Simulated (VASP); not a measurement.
A run of VASP 6.6.1 is set up as follows.

The input INCAR:

```
ALGO = Normal
EDIFF = 1E-7
ENCUT = 520
GGA = PE
ISIF = 2
ISMEAR = -1
LASPH = True
LCHARG = False
LREAL = False
LWAVE = False
NBANDS = 12
NELM = 100
PREC = Accurate
SIGMA = 0.06122561905347299
```

File KPOINTS:

```
k-points
0
Gamma
  14 14 14
```

File POSCAR:

```
Sb
1.0
    0.0000000000      3.5205116709      3.5205116709
    3.5205116709      0.0000000000      3.5205116709
    3.5205116709      3.5205116709      0.0000000000
Sb
2
Direct
    0.0000000000      0.0000000000      0.0000000000
    0.2500000000      0.2500000000      0.2500000000
```

Potentials or basis: VASP PAW PBE potentials, release 64 (Sb).

Command:

```bash
$ cat potpaw_PBE.64/Sb/POTCAR > POTCAR
$ mpirun -np 1 vasp_std > vasp.out
```

Q: Estimate the band gap on the k mesh.

A: Zero (band 5 reaches 4.32 eV, above the bottom of band 6 at 3.25 eV).

Q: Predict the pressure.

A: -0.7 GPa.

Caveat: spin-orbit coupling is left out, which moves the levels of the heavy elements.
